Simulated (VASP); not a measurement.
# Co (Pm-3m) in VASP: a series of runs

Runs on Co. Level: r2SCAN. Tasks: single point.

Everything below comes from runs of VASP 6.6.1. Logs are shortened: lines on timing, memory, paths and dates and some standing lists are left out, and cuts for length are marked.

## 1. The cell of the first run

The structure is cubic, space group Pm-3m (No. 221). The conventional cell has a = 2.252 Å, b = 2.252 Å, c = 2.252 Å, α = 90.00°, β = 90.00°, γ = 90.00°. Co (site symmetry m-3m) has 6 Co at 2.25 Å within 3.0 Å.

## 2. Single point, r2SCAN, non-collinear spin, zero start, spin-orbit coupling

File POSCAR:

```
Co
1.0
    2.2521736835      0.0000000000      0.0000000000
    0.0000000000      2.2521736835      0.0000000000
    0.0000000000      0.0000000000      2.2521736835
Co
1
Direct
    0.0000000000      0.0000000000      0.0000000000
```

File INCAR.step1:

```
SYSTEM = Co
PREC     = Accurate       ! precision mode
ENCUT    = 520            ! plane-wave cutoff, eV
ISMEAR   = -1             ! smearing method
SIGMA    = 0.1            ! smearing width, eV
LREAL    = .FALSE.        ! projectors in reciprocal space
LASPH    = .TRUE.         ! aspherical terms in the spheres
NELM     = 150            ! most SCF steps
LNONCOLLINEAR= .TRUE.         ! non-collinear magnetism
MAGMOM   = 0 0 0          ! initial moments
LSORBIT  = .TRUE.         ! spin-orbit coupling
GGA_COMPAT= .FALSE.      
LMAXMIX  = 4              ! l up to which the mixer works
NBANDS   = 20             ! bands
GGA      = PE             ! functional
ALGO     = Normal         ! electronic algorithm
EDIFF    = 1E-4           ! SCF threshold, eV
LWAVE    = .TRUE.         ! write WAVECAR
LCHARG   = .FALSE.        ! write CHGCAR
```

File INCAR.step2:

```
SYSTEM = Co
PREC     = Accurate       ! precision mode
ENCUT    = 520            ! plane-wave cutoff, eV
EDIFF    = 1E-6           ! SCF threshold, eV
ISMEAR   = -1             ! smearing method
SIGMA    = 0.1            ! smearing width, eV
LREAL    = .FALSE.        ! projectors in reciprocal space
LASPH    = .TRUE.         ! aspherical terms in the spheres
NELM     = 150            ! most SCF steps
ALGO     = Normal         ! electronic algorithm
ISIF     = 2              ! what is computed and relaxed
LWAVE    = .FALSE.        ! write WAVECAR
LCHARG   = .FALSE.        ! write CHGCAR
LNONCOLLINEAR= .TRUE.         ! non-collinear magnetism
MAGMOM   = 0 0 0          ! initial moments
LORBIT   = 11             ! projections on sites
LSORBIT  = .TRUE.         ! spin-orbit coupling
GGA_COMPAT= .FALSE.      
LORBMOM  = .TRUE.       
LMAXMIX  = 4              ! l up to which the mixer works
METAGGA  = R2SCAN         ! meta-GGA
LMIXTAU  = .TRUE.       
NBANDS   = 20             ! bands
ISTART   = 1
```

File KPOINTS:

```
regular mesh
0
G
  14 14 14
  0 0 0
```

Potentials or basis: VASP PAW PBE potentials, release 64 (Co).

Command:

```bash
cat potpaw_PBE.64/Co/POTCAR > POTCAR
cp INCAR.step1 INCAR
mpirun -np 1 vasp_ncl > vasp.out
cp INCAR.step2 INCAR
mpirun -np 1 vasp_ncl > vasp.out
```

OUTCAR:

```text
SYSTEM = Co
   PREC = Accurate
   ENCUT = 520
   EDIFF = 1E-6
   ISMEAR = -1
   LREAL = .FALSE.
   LASPH = .TRUE.
   NELM = 150
   ISIF = 2
   LNONCOLLINEAR = .TRUE.
   LORBIT = 11
   LSORBIT = .TRUE.
   METAGGA = R2SCAN
   ISTART = 1

 ion  position               nearest neighbor table
   1  0.000  0.000  0.000-

  LATTYP: Found a simple cubic cell.
 ALAT       =     2.2521736835

  Lattice vectors:

 A1 = (   2.2521736835,   0.0000000000,   0.0000000000)
 A2 = (   0.0000000000,   2.2521736835,   0.0000000000)
 A3 = (   0.0000000000,   0.0000000000,   2.2521736835)

Analysis of symmetry for initial positions (statically):
=====================================================================
 Subroutine PRICEL returns:
 Original cell was already a primitive cell.

 Routine SETGRP: Setting up the symmetry group for a
 simple cubic supercell.

 Subroutine GETGRP returns: Found 48 space group operations
 (whereof 48 operations were pure point group operations)
 out of a pool of 48 trial point group operations.

The static configuration has the point symmetry O_h .

Analysis of symmetry for dynamics (positions and initial velocities):
=====================================================================
 Subroutine PRICEL returns:
 Original cell was already a primitive cell.

 Routine SETGRP: Setting up the symmetry group for a
 simple cubic supercell.

 Subroutine GETGRP returns: Found 48 space group operations
 (whereof 48 operations were pure point group operations)
 out of a pool of 48 trial point group operations.

The dynamic configuration has the point symmetry O_h .

Analysis of structural, dynamic, and magnetic symmetry:
=====================================================================
 Subroutine PRICEL returns:
 Original cell was already a primitive cell.

 Routine SETGRP: Setting up the symmetry group for a
 simple cubic supercell.

 Subroutine GETGRP returns: Found 48 space group operations
 (whereof 48 operations were pure point group operations)
 out of a pool of 48 trial point group operations.

The overall configuration has the point symmetry O_h .

 Subroutine INISYM returns: Found 48 space group operations
 (whereof 48 operations are pure point group operations),
 and found     1 'primitive' translations

----------------------------------------------------------------------------------------

                                     Primitive cell

  volume of cell :      11.4237

  direct lattice vectors                    reciprocal lattice vectors
     2.252173684  0.000000000  0.000000000     0.444015489  0.000000000  0.000000000
     0.000000000  2.252173684  0.000000000     0.000000000  0.444015489  0.000000000
     0.000000000  0.000000000  2.252173684     0.000000000  0.000000000  0.444015489

  length of vectors
     2.252173684  2.252173684  2.252173684     0.444015489  0.444015489  0.444015489

  position of ions in fractional coordinates (direct lattice)
     0.000000000  0.000000000  0.000000000

  ion indices of the primitive-cell ions
   primitive index   ion index
                 1           1

----------------------------------------------------------------------------------------

 KPOINTS: regular mesh

Automatic generation of k-mesh.
 Grid dimensions read from file:
 generate k-points for:   14   14   14

 Generating k-lattice:

  Cartesian coordinates                     Fractional coordinates (reciprocal lattice)
     0.031715392  0.000000000  0.000000000     0.071428571  0.000000000  0.000000000
     0.000000000  0.031715392  0.000000000     0.000000000  0.071428571  0.000000000
     0.000000000  0.000000000  0.031715392     0.000000000  0.000000000  0.071428571

  Length of vectors
     0.031715392  0.031715392  0.031715392

[... 42 lines left out ...]
   NGXF,Y,Z  is equivalent  to a cutoff of  26.57, 26.57, 26.57 a.u.
 SYSTEM =  Co
   PREC   = accura    normal or accurate (medium, high low for compatibility)
   ISTART =      1    job   : 0-new  1-cont  2-samecut
   ICHARG =      0    charge: 1-file 2-atom 10-const
   ISPIN  =      1    spin polarized calculation?
   LNONCOLLINEAR =      T non collinear calculations
   LSORBIT =      T    spin-orbit coupling
   LASPH  =      T    aspherical Exc in radial PAW
   ENCUT  =  520.0 eV  38.22 Ry    6.18 a.u.   4.19  4.19  4.19*2*pi/ulx,y,z
   NELM   =    150;   NELMIN=  2; NELMDL=  0     # of ELM steps
   EDIFF  = 0.1E-05   stopping-criterion for ELM
   LREAL  =      F    real-space projection
   EDIFFG = 0.1E-04   stopping-criterion for IOM
   NSW    =      0    number of steps for IOM
   IBRION =     -1    ionic relax: 0-MD 1-quasi-New 2-CG
   NFREE  =      0    steps in history (QN), initial steepest desc. (CG)
   ISIF   =      2    stress and relaxation
   ISYM   =      2    0-nonsym 1-usesym 2-fastsym
   POTIM  = 0.5000    time-step for ionic-motion
   TEBEG  =    0.0;   TEEND  =   0.0 temperature during run
   PSTRESS=    0.0 pullay stress
   NELECT =       9.0000    total number of electrons
   NUPDOWN=      -1.0000    fix difference up-down
   EMIN   =  10.00;   EMAX   =-10.00  energy-range for DOS
   EFERMI =   0.00;   METHOD = LEGACY
   ISMEAR =    -1;   SIGMA  =   0.10  broadening in eV -4-tet -1-fermi 0-gaus
   EFERMI_NEDOS =   21; number of points for ismear=-14 and -15
   IALGO  =     38    algorithm
   IMIX   =      4    mixing-type and parameters
     AMIX     =   0.40;   BMIX     =  1.00
     AMIX_MAG =   1.60;   BMIX_MAG =  1.00
  volume/ion in A,a.u.               =      11.42        77.09
  Fermi-wavevector in a.u.,A,eV,Ry     =   1.512007  2.857279 31.105164  2.286165
  Thomas-Fermi vector in A             =   2.621989
   LORBIT       =     11    0 simple, 1 ext, 2 COOP (PROOUT), +10 PAW based schemes
   METAGGA = R2SCAN    functional components
   LHFCALC =     F    Hartree Fock is set to
   AEXX    =    0.0000 exact exchange contribution
   IVDW    =     0    specifies the selected vdW correction
   LEPSILON=     F    determine dielectric tensor
   LRPA    =     F    only Hartree local field effects (RPA)
  energy-cutoff  :      520.00
  volume of cell :       11.42
 maximum number of plane-waves:       640
 NGX is ok and might be reduce to    18
   NGX =  9   NGY =  9   NGZ =  9

 number of electron       8.9999989 magnetization       0.0000000     -0.0000000      0.0000000

 number of electron       8.9999989 magnetization      -0.0000000      0.0000000     -0.0000000

 number of electron       8.9999989 magnetization       0.0000000      0.0000000      0.0000000

 Free energy of the ion-electron system (eV)
  ---------------------------------------------------
  ext. energy  EPLUGINS =         0.00000000
  ---------------------------------------------------
  free energy    TOTEN  =       -11.88546656 eV

  energy without entropy =      -11.79984602  energy(sigma->0) =      -11.84265629

 E-fermi :   9.4151     XC(G=0): -14.0377

 val. band max:        9.4098059246   @ k =   0.2143   0.2143   0.0714
 cond. band min:       9.4333778114   @ k =   0.2857   0.2143   0.0714
 fundamental gap:      0.0235718868
 Fermi energy:         9.4151297602

 k-point     1 :       0.0000    0.0000    0.0000
  band No.  band energies     occupation
      1       0.6127      1.00000
      2       0.6127      1.00000
      3       5.4652      1.00000
      4       5.4652      1.00000
      5       5.4652      1.00000
      6       5.4652      1.00000
[... 541 lines left out ...]
     19      38.0167      0.00000
     20      38.0167      0.00000

 [... further k-points ...]
[... 5 lines left out ...]
  --------------------------------------------------------------------------------------
  -------------------------------------------------------------------------------------
  Total        0.0129223      0.0129223      0.0129223      0.0000000      0.0000000     -0.0000000
  in kB        1.8123662      1.8123662      1.8123662      0.0000000      0.0000000     -0.0000000
  external PRESSURE =       1.8123662 kB  Pullay stress =       0.0000000 kB

 VOLUME and BASIS-vectors are now :
 -----------------------------------------------------------------------------
  energy-cutoff  :      520.00
  volume of cell :       11.42
      direct lattice vectors                 reciprocal lattice vectors
     2.252173684  0.000000000  0.000000000     0.444015489  0.000000000  0.000000000
     0.000000000  2.252173684  0.000000000     0.000000000  0.444015489  0.000000000
     0.000000000  0.000000000  2.252173684     0.000000000  0.000000000  0.444015489

 POSITION                                       TOTAL-FORCE (eV/Angst)
 -----------------------------------------------------------------------------------
      0.00000      0.00000      0.00000         0.000000      0.000000      0.000000
 -----------------------------------------------------------------------------------
    total drift:                               -0.000000      0.000000      0.000000

  FREE ENERGIE OF THE ION-ELECTRON SYSTEM (eV)
  ---------------------------------------------------
  free  energy   TOTEN  =       -11.8854665577 eV

  energy  without entropy=      -11.7998460190  energy(sigma->0) =      -11.84265629

 orbital moment (x)

 # of ion     p       d       tot
 ----------------------------------------
  1         0.000  -0.000  -0.000
 ----------------------------------------
            0.000  -0.000  -0.000

 orbital moment (y)

 # of ion     p       d       tot
 ----------------------------------------
  1        -0.000  -0.000  -0.000
 ----------------------------------------
           -0.000  -0.000  -0.000

 orbital moment (z)

 # of ion     p       d       tot
 ----------------------------------------
  1         0.000   0.000   0.000
 ----------------------------------------
            0.000   0.000   0.000

 Spin-Orbit-Coupling matrix elements

 Ion:    1  E_soc:     -0.0210433
 l=   1
     0.0000000    -0.0003184    -0.0003184
    -0.0003184     0.0000000    -0.0003184
    -0.0003184    -0.0003184     0.0000000
 l=   2
     0.0000000    -0.0013284     0.0000000    -0.0013284    -0.0018605
    -0.0013284     0.0000000    -0.0013954    -0.0013284    -0.0004651
     0.0000000    -0.0013954     0.0000000    -0.0013954     0.0000000
    -0.0013284    -0.0013284    -0.0013954     0.0000000    -0.0004651
    -0.0018605    -0.0004651     0.0000000    -0.0004651     0.0000000
 l=   3
     0.0000000     0.0000000     0.0000000     0.0000000     0.0000000     0.0000000     0.0000000
     0.0000000     0.0000000     0.0000000     0.0000000     0.0000000     0.0000000     0.0000000
     0.0000000     0.0000000     0.0000000     0.0000000     0.0000000     0.0000000     0.0000000
     0.0000000     0.0000000     0.0000000     0.0000000     0.0000000     0.0000000     0.0000000
     0.0000000     0.0000000     0.0000000     0.0000000     0.0000000     0.0000000     0.0000000
     0.0000000     0.0000000     0.0000000     0.0000000     0.0000000     0.0000000     0.0000000
     0.0000000     0.0000000     0.0000000     0.0000000     0.0000000     0.0000000     0.0000000

 total charge

# of ion       s       p       d       tot
------------------------------------------
    1        0.543   0.467   7.415   8.424

 magnetization (x)

# of ion       s       p       d       tot
------------------------------------------
    1       -0.000   0.000  -0.000  -0.000

 magnetization (y)

# of ion       s       p       d       tot
------------------------------------------
    1        0.000  -0.000   0.000   0.000

 magnetization (z)

# of ion       s       p       d       tot
------------------------------------------
    1       -0.000   0.000  -0.000  -0.000
```

Run time: 5.9 min. Hardware: 1 thread of AMD EPYC 7R13 (Zen 3), shared host; peak memory 0.15 GiB.

What came out:

* Free energy: -11.8855 eV
* Pressure: 0.2 GPa
* Net moment: 0.00 μB per cell
* Valence electrons inside the program's atomic spheres: Co 8.42

Moments on the atoms (μB; x, y, z):
```
Co  0.00 0.00 0.00
```

Caveat: the PAW data sets were made with another functional, which shifts forces and pressure a little.

## 3. Single point, r2SCAN, collinear spin, ferromagnetic start

This run uses another cell than the first one, of 12.60 Å³/atom, 1.103 times its volume.

File POSCAR:

```
Co
1.0
    2.3269918538      0.0000000000      0.0000000000
    0.0000000000      2.3269918538      0.0000000000
    0.0000000000      0.0000000000      2.3269918538
Co
1
Direct
    0.0000000000      0.0000000000      0.0000000000
```

File INCAR.step1:

```
SYSTEM = Co
  PREC = Accurate
  ENCUT = 520
  ISMEAR = -1
  SIGMA = 0.1
  LREAL = .False.
  LASPH = .True.
  NELM = 150
  ISPIN = 2
  MAGMOM = 2.085
  LMAXMIX = 4
  NBANDS = 14
  GGA = PE
  ALGO = Normal
  EDIFF = 1E-4
  LWAVE = .True.
  LCHARG = .False.
```

File INCAR.step2:

```
SYSTEM = Co
  PREC = Accurate
  ENCUT = 520
  EDIFF = 1E-6
  ISMEAR = -1
  SIGMA = 0.1
  LREAL = .False.
  LASPH = .True.
  NELM = 150
  ALGO = Normal
  ISIF = 2
  LWAVE = .False.
  LCHARG = .True.
  ISPIN = 2
  MAGMOM = 2.085
  LORBIT = 11
  LMAXMIX = 4
  METAGGA = R2SCAN
  LMIXTAU = .True.
  LELF = .True.
  LVHAR = .True.
  NBANDS = 14
  ISTART = 1
```

File KPOINTS:

```
Automatic mesh
0
Gamma
  7 7 7
  0 0 0
```

Potentials or basis: VASP PAW PBE potentials, release 64 (Co).

Command:

```bash
cat potpaw_PBE.64/Co/POTCAR > POTCAR
cp INCAR.step1 INCAR
mpirun -np 1 vasp_std > vasp.out
cp INCAR.step2 INCAR
mpirun -np 1 vasp_std > vasp.out
```

It took 24 s on 1 thread of Intel Xeon 6975P-C, shared host; peak memory 0.13 GiB.

The run converged. Its results:

- Free energy: -12.5206 eV
- Pressure: -0.9 GPa
- Net moment: 1.99 μB per cell
- Site moments: Co +2.03 μB
- Valence electrons inside the program's atomic spheres: Co 8.21

Levels at points of the mesh, in eV from the Fermi level:
Spin up:
| k point | band 3 | band 4 | band 5 | band 6 | band 7 | band 8 | band 9 | band 10 |
| --- | --- | --- | --- | --- | --- | --- | --- | --- |
| (0.00, 0.00, 0.00) | -5.19 | -2.20 | -2.20 | -2.20 | 19.52 | 19.52 | 19.52 | 23.24 |
Spin down:
```csv
k point,band 1,band 2,band 3,band 4,band 5,band 6,band 7,band 8
"(0.00, 0.00, 0.00)",-9.11,-3.69,-3.69,1.54,1.54,1.54,20.57,20.57
```

Caveat: the k points lie up to 0.39 Å⁻¹ apart; the PAW data sets were made with another functional, which shifts forces and pressure a little.
